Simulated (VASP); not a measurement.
## MnO (Manganosite): single point with PBE+U

The system is MnO (Manganosite).

```
CELL_PARAMETERS angstrom
0.00000 2.22300 2.22300
4.44600 0.00000 4.44600
2.22300 2.22300 0.00000
ATOMIC_POSITIONS crystal
Mn 0.00000 0.00000 0.00000
Mn 0.00000 0.50000 0.00000
O 0.50000 0.25000 0.50000
O 0.50000 0.75000 0.50000
```

```yaml
Program: VASP 6.6.1
Task: single point
Functional: PBE
Potentials_or_basis: VASP PAW PBE potentials, release 64 (Mn_pv, O)
Cutoff: 600 eV
k_mesh: 11 × 11 × 11
Occupations: fermi-dirac, width 0.1 eV
Spin: collinear spin, ferromagnetic start
Starting_moments: "[3.2, 3.2, 0.0, 0.0] μB"
Hubbard_terms: Mn d U = 6.0 eV
```

* Pressure: 8.6 GPa
* Band gap on the k mesh: 0.63 eV
* Net moment: 10.00 μB per cell
* Site moments: Mn +4.68; O +0.12 μB
* Valence electrons inside the program's atomic spheres: Mn 11.35; O 5.02

Levels at points of the mesh, in eV from the valence-band top:
Spin up:
| k point | band 21 | band 22 | band 23 | band 24 | band 25 | band 26 | band 27 | band 28 |
| --- | --- | --- | --- | --- | --- | --- | --- | --- |
| (0.00, 0.00, 0.00) | -2.32 | -2.32 | 0.00 | 0.00 | 0.63 | 4.58 | 8.88 | 12.91 |
Spin down:
| k point | band 10 | band 11 | band 12 | band 13 | band 14 | band 15 | band 16 | band 17 | band 18 | band 19 |
| --- | --- | --- | --- | --- | --- | --- | --- | --- | --- | --- |
| (0.00, 0.00, 0.00) | -3.14 | -3.14 | -2.08 | -2.08 | -2.08 | 1.97 | 4.45 | 4.45 | 4.45 | 5.07 |

Eigenvalues of the final occupation matrices:
```csv
site,spin,trace,eigenvalues
site 1 d,1,4.81,0.95 0.95 0.95 0.98 0.98
site 1 d,2,0.17,0.02 0.02 0.02 0.06 0.06
site 2 d,1,4.81,0.95 0.95 0.95 0.98 0.98
site 2 d,2,0.17,0.02 0.02 0.02 0.06 0.06
```

Wall time 22 min on 1 thread of AMD EPYC 7R13, on a shared host, peak memory 0.44 GiB.

Caveat: only a ferromagnetic start was run, and an antiferromagnetic order may lie lower in energy. The state reached can hang on the start; a lower one may exist.
